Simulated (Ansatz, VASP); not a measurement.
One calculation of BP, two programs

```xyz
2
Lattice="0.0000 2.2690 2.3371 2.2690 0.0000 2.3371 2.2690 2.2690 0.0000" Properties=species:S:1:pos:R:3 pbc="T T T"
B     0.0000    0.0000    0.0000
P     3.4035    3.4035    3.5056
```

Change from the starting cell: zz strain of +3 %, crystal datasets.

Alike in both runs: task electric field gradients; functional LDA; k mesh 15 × 15 × 15; occupations fermi-dirac, width 0.05 eV; no spin polarisation.

|  | VASP | Ansatz |
| --- | --- | --- |
| version | VASP 6.6.1 | Ansatz 0.2.0 |
| potentials or method | VASP PAW LDA potentials, release 64 (B, P), cutoff 420 eV | all-electron PAW with datasets made for the crystal, scalar-relativistic |

|  | VASP | Ansatz | Ansatz less VASP |
| --- | --- | --- | --- |
| size of Vzz on the site where it differs most (V/Å²) | 0.2 | 0.3 | +0.12 |

LDA's correlation is that of Perdew and Zunger in VASP and of Perdew and Wang (1992) in Ansatz. Ansatz ran all-electron here, and VASP with PAW potentials.
